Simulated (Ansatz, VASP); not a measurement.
Two plane-wave programs on CoO

```
Co O
1.0
     1.50547    0.86918    2.43993
    -1.50547    0.86918    2.43993
     0.00000   -1.73837    2.43993
Co O
1 1
Direct
  0.00000 0.00000 0.00000
  0.50000 0.50000 0.50000
```

Alike in both runs: task single point; functional PBE; k mesh 9 × 9 × 9; occupations fermi-dirac, width 0.05 eV; collinear spin; fixed moment 1 μB.

```csv
,VASP,Ansatz
version,VASP 6.6.1,Ansatz 0.2.0
potentials or method,"VASP PAW PBE potentials, release 64 (Co_sv, O)",Ansatz PAW
plane-wave cutoff (eV),600,420
valence electrons in the cell,23,23
```

Ansatz gave:

| Quantity | Value |
| --- | --- |
| pressure (GPa) | -13.9 |
| traceless stress, the component that is largest in VASP (GPa) | 0.36 |
| net moment per atom (μB) | 0.50 |
| size of the moment on the site where the two differ most (μB) | 0.96 |

Q: Which values does VASP return?

A: Pressure (GPa): -16.2; traceless stress, the component that is largest in VASP (GPa): 0.36; net moment per atom (μB): 0.50; size of the moment on the site where the two differ most (μB): 0.98.

Site moments also hang on the region over which each program counts them. The functional is the same, so the differences come from potentials, cutoffs and numerics.
